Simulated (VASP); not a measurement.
Here is a VASP 6.6.1 calculation.

The input INCAR:

```
SYSTEM = Ta2N
PREC = Accurate ; ENCUT = 520
EDIFF = 1E-7 ; ISMEAR = 0
SIGMA = 0.15 ; LREAL = .False.
LASPH = .True. ; NELM = 100
ALGO = Normal ; ISIF = 2
LWAVE = .False. ; LCHARG = .False.
GGA = CA ; NBANDS = 20
```

KPOINTS

```
Automatic mesh
0
Gamma
  18 18 10
  0 0 0
```

The input POSCAR:

```
Ta2N
1.0
    3.0859597231      0.0000000000      0.0000000000
   -1.5429798616      2.6725195153      0.0000000000
    0.0000000000      0.0000000000      5.0896733714
Ta N
2 1
Direct
    0.6666666667      0.3333333333      0.7466885012
    0.3333333333      0.6666666667      0.2533114988
    0.0000000000      0.0000000000      0.0000000000
```

Potentials or basis: VASP PAW LDA potentials, release 64 (Ta_pv, N).

Launch:

```bash
$ cat potpaw_LDA.64/Ta_pv/POTCAR potpaw_LDA.64/N/POTCAR > POTCAR
$ mpirun -np 1 vasp_std > vasp.out
```

Problem. What does it give for the largest force?

Solution. 0.111 eV/Å.

Problem. Predict the pressure.

Solution. -19.3 GPa.

Problem. Predict the band gap on the k mesh.

Solution. Zero (an odd number of electrons rules out a gap without spin polarisation).

Forces in eV/Å, atoms in the order of the input:
```
Ta   0.000  0.000  0.111
Ta   0.000  0.000 -0.111
N    0.000  0.000  0.000
```

Caveat: the cell stands under tension; spin-orbit coupling is left out, which moves the levels of the heavy elements.
